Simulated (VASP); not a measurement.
Wanted: the native input for a VASP 6.6.1 run.

- Task: single point
- Functional: PBEsol
- Potentials or basis: VASP PAW PBE potentials, release 64 (Sb)
- Cutoff: 520 eV
- k mesh: 12 × 12 × 12
- Occupations: fermi-dirac, width 0.08 eV
- Spin: no spin polarisation
- Dipole correction: no
- Further INCAR settings: ALGO = Normal; EDIFF = 1e-07; NBANDS = 8

The structure of Sb lies in POSCAR:

```
Sb
1.0
    3.0954921035      0.0000000000      0.0000000000
    0.0000000000      3.0954921035      0.0000000000
    0.0000000000      0.0000000000      3.0954921035
Sb
1
Direct
    0.0000000000      0.0000000000      0.0000000000
```

This cell differs from its parent crystal: volume scaled by 0.94.

One way to write it, as run:

INCAR

```
PREC = Accurate
ENCUT = 520
EDIFF = 1E-7
ISMEAR = -1
SIGMA = 0.08
LREAL = F
LASPH = T
NELM = 60
ALGO = Normal
ISIF = 2
LWAVE = F
LCHARG = F
GGA = PS
NBANDS = 8
```

KPOINTS

```
Automatic mesh
0
Gamma
  12 12 12
```

Potentials or basis: VASP PAW PBE potentials, release 64 (Sb).

Run with:

```bash
$ cat potpaw_PBE.64/Sb/POTCAR > POTCAR
$ mpirun -np 1 vasp_std > vasp.out
```

It gave:

```yaml
Pressure: -1.7 GPa
```

Caveat: the PAW data sets were made with another functional, which shifts forces and pressure a little.

It took 3.9 s on 1 thread of Intel Xeon 6975P-C, on a shared host, peak memory 0.15 GiB.
